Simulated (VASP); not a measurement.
A run of VASP 6.6.1:

File INCAR:

```
SYSTEM = Ge
ALGO = Normal
EDIFF = 1E-6
EDIFFG = -0.01
ENCUT = 600
GGA = PS
IBRION = 2
ISIF = 3
ISMEAR = -1
IVDW = 12
LASPH = .TRUE.
LCHARG = .FALSE.
LREAL = .FALSE.
LWAVE = .FALSE.
NELM = 80
NSW = 80
PREC = Accurate
SIGMA = 0.05
```

Contents of KPOINTS:

```
k-points
0
G
  8 8 8
  0 0 0
```

The input POSCAR:

```
Ge
1.0
    0.0000000000      2.8289100000      2.8289100000
    2.8289100000      0.0000000000      2.8289100000
    2.8289100000      2.8289100000      0.0000000000
Ge
2
Direct
    0.7500000000      0.7500000000      0.7500000000
    0.5000000000      0.5000000000      0.5000000000
```

Potentials or basis: VASP PAW PBE potentials, release 64 (Ge_d).

Run with:

```sh
$ cat potpaw_PBE.64/Ge_d/POTCAR > POTCAR
$ mpirun -np 1 vasp_std > vasp.out
```

Hardware: 1 thread of Intel(R) Xeon(R) 6975P-C (Granite Rapids) (shared host).

Task: Estimate the wall time of this run.

Result: Wall time 33 s on 1 thread of Intel(R) Xeon(R) 6975P-C (Granite Rapids), with other jobs on the host, peak memory 0.2 GiB. Counts: scf iterations 36, k points 29, ion steps 5.
